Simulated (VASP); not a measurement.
# SiC (P3m1) in VASP: further runs

Runs on SiC. Level: r2SCAN. Tasks: single point.

All numbers are computed with VASP 6.6.1; they aren't measurements. Logs are shortened: lines on timing, memory, paths and dates and some standing lists are left out, and cuts for length are marked.

### Step 1. The cell of the first run

The structure is trigonal, space group P3m1 (No. 156). Conventional cell: a = 3.076 Å, b = 3.076 Å, c = 5.048 Å, α = 90.00°, β = 90.00°, γ = 120.00°. Si (site symmetry 3m) has 4 C at 1.84 to 2.09 Å within 2.4 Å. Within 2.4 Å of Si (site symmetry 3m) lie 4 C at 1.80 to 1.90 Å. C (site symmetry 3m) has 4 Si at 1.90 to 2.09 Å within 2.5 Å. C (site symmetry 3m) has 4 Si at 1.80 to 1.84 Å within 2.4 Å.

### Step 2. Single point, r2SCAN (mode 6 (566.1 1/cm) frozen in, largest displacement -0.120 Å)

POSCAR reads:

```
SiC
1.0
    3.0759982064      0.0000000000      0.0000000000
   -1.5379991032      2.6638925888      0.0000000000
    0.0000000000      0.0000000000      5.0480000000
Si C
2 2
Direct
    0.3333333333      0.6666666667     -0.0237717908
    0.6666666667      0.3333333333      0.5237717908
    0.3333333333      0.6666666667      0.3905518818
    0.6666666667      0.3333333333      0.8794481182
```

INCAR.step1 reads:

```
SYSTEM = SiC
ALGO = Normal
EDIFF = 1E-4
ENCUT = 520
GGA = PE
ISMEAR = 0
LASPH = .True.
LCHARG = .False.
LREAL = .False.
LWAVE = .True.
NBANDS = 16
NELM = 100
PREC = Accurate
SIGMA = 0.05
```

INCAR.step2 reads:

```
SYSTEM = SiC
ALGO = Normal
EDIFF = 1E-7
ENCUT = 520
ISIF = 2
ISMEAR = 0
ISTART = 1
LASPH = .True.
LCHARG = .True.
LELF = .True.
LMIXTAU = .True.
LREAL = .False.
LVHAR = .True.
LWAVE = .False.
METAGGA = R2SCAN
NBANDS = 16
NELM = 100
PREC = Accurate
SIGMA = 0.05
```

KPOINTS reads:

```
k-points
0
Gamma
  12 12 6
  0 0 0
```

Potentials or basis: VASP PAW PBE potentials, release 64 (Si, C).

The run is started by

```sh
cat potpaw_PBE.64/Si/POTCAR potpaw_PBE.64/C/POTCAR > POTCAR
cp INCAR.step1 INCAR
mpirun -np 1 vasp_std > vasp.out
cp INCAR.step2 INCAR
mpirun -np 1 vasp_std > vasp.out
```

OUTCAR:

```text
SYSTEM = SiC
   EDIFF = 1E-7
   ENCUT = 520
   ISIF = 2
   ISMEAR = 0
   ISTART = 1
   LASPH = .True.
   LREAL = .False.
   METAGGA = R2SCAN
   NELM = 100
   PREC = Accurate

 ion  position               nearest neighbor table
   1  0.333  0.667  0.976-   4 1.84   4 1.84   4 1.84   3 2.09   2 2.89   2 2.89   2 2.89
   2  0.667  0.333  0.524-   4 1.80   3 1.90   3 1.90   3 1.90   1 2.89   1 2.89   1 2.89
   3  0.333  0.667  0.391-   2 1.90   2 1.90   2 1.90   1 2.09
   4  0.667  0.333  0.879-   2 1.80   1 1.84   1 1.84   1 1.84

  LATTYP: Found a hexagonal cell.
 ALAT       =     3.0759982064
 C/A-ratio  =     1.6410932846

  Lattice vectors:

 A1 = (   3.0759982064,   0.0000000000,   0.0000000000)
 A2 = (  -1.5379991032,   2.6638925888,   0.0000000000)
 A3 = (   0.0000000000,   0.0000000000,   5.0480000000)

Analysis of symmetry for initial positions (statically):
=====================================================================
 Subroutine PRICEL returns:
 Original cell was already a primitive cell.

 Routine SETGRP: Setting up the symmetry group for a
 hexagonal supercell.

 Subroutine GETGRP returns: Found  6 space group operations
 (whereof  6 operations were pure point group operations)
 out of a pool of 24 trial point group operations.

The static configuration has the point symmetry C_3v.

Analysis of symmetry for dynamics (positions and initial velocities):
=====================================================================
 Subroutine PRICEL returns:
 Original cell was already a primitive cell.

 Routine SETGRP: Setting up the symmetry group for a
 hexagonal supercell.

 Subroutine GETGRP returns: Found  6 space group operations
 (whereof  6 operations were pure point group operations)
 out of a pool of 24 trial point group operations.

The dynamic configuration has the point symmetry C_3v.

 Subroutine INISYM returns: Found  6 space group operations
 (whereof  6 operations are pure point group operations),
 and found     1 'primitive' translations

----------------------------------------------------------------------------------------

                                     Primitive cell

  volume of cell :      41.3640

  direct lattice vectors                    reciprocal lattice vectors
     3.075998206  0.000000000  0.000000000     0.325097719  0.187695255  0.000000000
    -1.537999103  2.663892589  0.000000000     0.000000000  0.375390511  0.000000000
     0.000000000  0.000000000  5.048000000     0.000000000  0.000000000  0.198098257

  length of vectors
     3.075998206  3.075998206  5.048000000     0.375390511  0.375390511  0.198098257

  position of ions in fractional coordinates (direct lattice)
     0.333333333  0.666666667  0.976228209
     0.666666667  0.333333333  0.523771791
     0.333333333  0.666666667  0.390551882
     0.666666667  0.333333333  0.879448118

  ion indices of the primitive-cell ions
   primitive index   ion index
                 1           1
                 2           2
                 3           3
                 4           4

----------------------------------------------------------------------------------------

 KPOINTS: k-points

Automatic generation of k-mesh.
 Grid dimensions read from file:
 generate k-points for:   12   12    6

 Generating k-lattice:

  Cartesian coordinates                     Fractional coordinates (reciprocal lattice)
     0.027091477  0.015641271  0.000000000     0.083333333 -0.000000000  0.000000000
     0.000000000  0.031282543  0.000000000     0.000000000  0.083333333  0.000000000
     0.000000000  0.000000000  0.033016376     0.000000000  0.000000000  0.166666667

  Length of vectors
     0.031282543  0.031282543  0.033016376

  Shift w.r.t. Gamma in fractional coordinates (k-lattice)
     0.000000000  0.000000000  0.000000000

 Subroutine IBZKPT returns following result:
 ===========================================

 Found    100 irreducible k-points:

 Following reciprocal coordinates:
            Coordinates               Weight
  0.000000  0.000000  0.000000      1.000000
  0.083333 -0.000000  0.000000      6.000000
  0.166667 -0.000000  0.000000      6.000000
  0.250000  0.000000  0.000000      6.000000
  0.333333 -0.000000  0.000000      6.000000
  0.416667 -0.000000  0.000000      6.000000
[... 16 lines left out ...]
  0.166667 -0.000000  0.166667      6.000000
  0.000000  0.166667  0.166667      6.000000
 [... further k-points ...]
   k-points           NKPTS =    100   k-points in BZ     NKDIM =    100   number of bands    NBANDS=     16
   number of dos      NEDOS =    301   number of ions     NIONS =      4
   total plane-waves  NPLWV =  23040
   dimension x,y,z NGX =    24 NGY =   24 NGZ =   40
   dimension x,y,z NGXF=    48 NGYF=   48 NGZF=   80
   ions per type =               2   2
   NGX,Y,Z   is equivalent  to a cutoff of  12.97, 12.97, 13.17 a.u.
   NGXF,Y,Z  is equivalent  to a cutoff of  25.94, 25.94, 26.35 a.u.
 SYSTEM =  SiC
   PREC   = accura    normal or accurate (medium, high low for compatibility)
   ISTART =      1    job   : 0-new  1-cont  2-samecut
   ICHARG =      0    charge: 1-file 2-atom 10-const
   ISPIN  =      1    spin polarized calculation?
   LNONCOLLINEAR =      F non collinear calculations
   LSORBIT =      F    spin-orbit coupling
   LASPH  =      T    aspherical Exc in radial PAW
   ENCUT  =  520.0 eV  38.22 Ry    6.18 a.u.   5.72  5.72  9.39*2*pi/ulx,y,z
   NELM   =    100;   NELMIN=  2; NELMDL=  0     # of ELM steps
   EDIFF  = 0.1E-06   stopping-criterion for ELM
   LREAL  =      F    real-space projection
   EDIFFG = 0.1E-05   stopping-criterion for IOM
   NSW    =      0    number of steps for IOM
   IBRION =     -1    ionic relax: 0-MD 1-quasi-New 2-CG
   NFREE  =      0    steps in history (QN), initial steepest desc. (CG)
   ISIF   =      2    stress and relaxation
   ISYM   =      2    0-nonsym 1-usesym 2-fastsym
   POTIM  = 0.5000    time-step for ionic-motion
   TEBEG  =    0.0;   TEEND  =   0.0 temperature during run
   PSTRESS=    0.0 pullay stress
   NELECT =      16.0000    total number of electrons
   NUPDOWN=      -1.0000    fix difference up-down
   EMIN   =  10.00;   EMAX   =-10.00  energy-range for DOS
   EFERMI =   0.00;   METHOD = LEGACY
   ISMEAR =     0;   SIGMA  =   0.05  broadening in eV -4-tet -1-fermi 0-gaus
   EFERMI_NEDOS =   21; number of points for ismear=-14 and -15
   IALGO  =     38    algorithm
   IMIX   =      4    mixing-type and parameters
     AMIX     =   0.40;   BMIX     =  1.00
     AMIX_MAG =   1.60;   BMIX_MAG =  1.00
  volume/ion in A,a.u.               =      10.34        69.78
  Fermi-wavevector in a.u.,A,eV,Ry     =   1.192818  2.254099 19.358564  1.422814
  Thomas-Fermi vector in A             =   2.328847
   LORBIT       =      0    0 simple, 1 ext, 2 COOP (PROOUT), +10 PAW based schemes
   METAGGA = R2SCAN    functional components
   LHFCALC =     F    Hartree Fock is set to
   AEXX    =    0.0000 exact exchange contribution
   IVDW    =     0    specifies the selected vdW correction
   LEPSILON=     F    determine dielectric tensor
   LRPA    =     F    only Hartree local field effects (RPA)
 non-spin polarized calculation
 Gauss-broadening in eV      SIGMA  =   0.05
  energy-cutoff  :      520.00
  volume of cell :       41.36
 maximum number of plane-waves:      1132
 NGX is ok and might be reduce to    24
   NGX = 11   NGY = 11   NGZ = 19

 number of electron      16.0000000 magnetization

 Free energy of the ion-electron system (eV)
  ---------------------------------------------------
  ext. energy  EPLUGINS =         0.00000000
  ---------------------------------------------------
  free energy    TOTEN  =       -38.10872224 eV

  energy without entropy =      -38.10872224  energy(sigma->0) =      -38.10872224

 E-fermi :   8.7268     XC(G=0): -11.9184

 val. band max:        8.4569976882   @ k =   0.0000   0.0000   0.0000
 cond. band min:      11.0058293079   @ k =   0.3333   0.3333   0.0000
 fundamental gap:      2.5488316198
 Fermi energy:         8.7267843302

 k-point     1 :       0.0000    0.0000    0.0000
  band No.  band energies     occupation
      1      -8.5521      2.00000
      2      -4.4951      2.00000
      3      -0.7098      2.00000
      4       6.0545      2.00000
      5       6.0545      2.00000
      6       8.2713      2.00000
[... 8 lines left out ...]
     15      17.6362      0.00000
     16      20.2632      0.00000

 k-point     2 :       0.0833   -0.0000    0.0000
  band No.  band energies     occupation
      1      -8.4288      2.00000
      2      -4.3878      2.00000
      3      -0.5954      2.00000
      4       5.4159      2.00000
      5       5.8699      2.00000
      6       7.9209      2.00000
[... 8 lines left out ...]
     15      17.9100      0.00000
     16      19.2575      0.00000

 k-point     3 :       0.1667   -0.0000    0.0000
  band No.  band energies     occupation
      1      -8.0628      2.00000
      2      -4.0759      2.00000
      3      -0.2635      2.00000
      4       3.9743      2.00000
      5       5.4294      2.00000
      6       6.6865      2.00000
[... 8 lines left out ...]
     15      18.3968      0.00000
     16      18.4782      0.00000

 k-point     4 :       0.2500    0.0000    0.0000
  band No.  band energies     occupation
      1      -7.4685      2.00000
      2      -3.6005      2.00000
      3       0.2209      2.00000
      4       2.3832      2.00000
      5       4.9294      2.00000
      6       5.1950      2.00000
[... 8 lines left out ...]
     15      19.0245      0.00000
     16      19.1816      0.00000
[... 324 lines left out ...]
 k-point    22 :       0.0000    0.0833    0.1667
  band No.  band energies     occupation
      1      -8.3235      2.00000
      2      -4.8535      2.00000
      3       0.1202      2.00000
      4       5.4581      2.00000
      5       5.9105      2.00000
      6       7.3874      2.00000
[... 8 lines left out ...]
     15      17.7410      0.00000
     16      19.8794      0.00000

 k-point    23 :       0.1667   -0.0000    0.1667
  band No.  band energies     occupation
      1      -7.9591      2.00000
      2      -4.5243      2.00000
      3       0.4133      2.00000
      4       4.0329      2.00000
      5       5.4793      2.00000
      6       6.4058      2.00000
[... 8 lines left out ...]
     15      18.2178      0.00000
     16      18.7569      0.00000

 k-point    24 :       0.0000    0.1667    0.1667
  band No.  band energies     occupation
      1      -7.9591      2.00000
      2      -4.5239      2.00000
      3       0.4085      2.00000
      4       4.0572      2.00000
      5       5.4796      2.00000
      6       6.3903      2.00000
[... 8 lines left out ...]
     15      18.5017      0.00000
     16      19.3758      0.00000

 [... further k-points ...]
[... 5 lines left out ...]
  --------------------------------------------------------------------------------------
  -------------------------------------------------------------------------------------
  Total        0.6225961      0.6225961      0.9271951      0.0000000      0.0000000      0.0000000
  in kB       24.1154222     24.1154222     35.9136533      0.0000000      0.0000000      0.0000000
  external PRESSURE =      28.0481659 kB  Pullay stress =       0.0000000 kB

 VOLUME and BASIS-vectors are now :
 -----------------------------------------------------------------------------
  energy-cutoff  :      520.00
  volume of cell :       41.36
      direct lattice vectors                 reciprocal lattice vectors
     3.075998206  0.000000000  0.000000000     0.325097719  0.187695255  0.000000000
    -1.537999103  2.663892589  0.000000000     0.000000000  0.375390511  0.000000000
     0.000000000  0.000000000  5.048000000     0.000000000  0.000000000  0.198098257

 POSITION                                       TOTAL-FORCE (eV/Angst)
 -----------------------------------------------------------------------------------
     -0.00000      1.77593      4.92800         0.000000      0.000000      4.034546
      1.53800      0.88796      2.64400        -0.000000     -0.000000     -4.021278
     -0.00000      1.77593      1.97151        -0.000000      0.000000     -0.543734
      1.53800      0.88796      4.43945         0.000000      0.000000      0.530465
 -----------------------------------------------------------------------------------
    total drift:                                0.000000     -0.000000     -0.000036

  FREE ENERGIE OF THE ION-ELECTRON SYSTEM (eV)
  ---------------------------------------------------
  free  energy   TOTEN  =       -38.1087222412 eV

  energy  without entropy=      -38.1087222412  energy(sigma->0) =      -38.10872224
```

It took 76 s on 1 thread of Intel Xeon 6975P-C (Granite Rapids), shared host; peak memory 0.19 GiB.

What came out:

- Free energy: -38.1087 eV
- Pressure: 2.8 GPa
- Largest force: 4.035 eV/Å
- Band gap on the k mesh: 2.55 eV, indirect (least direct gap 4.04 eV)

Forces on the atoms (eV/Å):
```
Si   0.000  0.000  4.035
Si   0.000  0.000 -4.021
C    0.000  0.000 -0.544
C    0.000  0.000  0.530
```

Stress tensor (GPa, compression positive):
```
2.41 0.00 0.00
0.00 2.41 0.00
0.00 0.00 3.59
```

Caveat: the cell differs from its parent crystal (mode 6 (566.1 1/cm) frozen in, largest displacement -0.120 Å); the PAW data sets were made with another functional, which shifts forces and pressure a little.

[end of part 1 of 2]
